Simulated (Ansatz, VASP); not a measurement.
## Two plane-wave programs on Al3InAs4

```
CELL_PARAMETERS angstrom
3.90053 0.00000 0.00000
0.00000 3.90053 0.00000
0.00000 0.00000 11.03235
ATOMIC_POSITIONS crystal
Al 0.50000 0.50000 0.25000
Al 0.00000 0.00000 0.50000
Al 0.50000 0.50000 0.75000
In 0.00000 0.00000 0.00000
As 0.50000 0.00000 0.12500
As 0.00000 0.50000 0.37500
As 0.50000 0.00000 0.62500
As 0.00000 0.50000 0.87500
```

Alike in both runs: task single point; functional PBE; k mesh 4 × 4 × 2; occupations gaussian, width 0.1 eV; no spin polarisation.

```csv
,VASP,Ansatz
version,VASP 6.6.1,Ansatz 0.2.0
potentials or method,"VASP PAW PBE potentials, release 64 (Al, In_d, As), cutoff 520 eV","scalar-relativistic, plane waves, PAW"
valence electrons in the cell,42,82
```

```tsv
	VASP	Ansatz	Ansatz less VASP
gap on the k mesh at the Fermi level (eV)	1.16	1.17	+0.013
least direct gap on the mesh (eV)	1.19	1.20	+0.014
pressure (GPa)	16.9	16.6	-0.26
traceless stress, the component that is largest in VASP (GPa)	-0.74	-0.74	+0.004
rms of the force components (eV/Å)	0.716	0.717	+0.0008
```

Atom by atom the forces differ by 0.001 eV/Å (rms over components). VASP's potentials hold 42 valence electrons a cell and Ansatz's 82, so a difference there can come from the potentials and not from the codes.
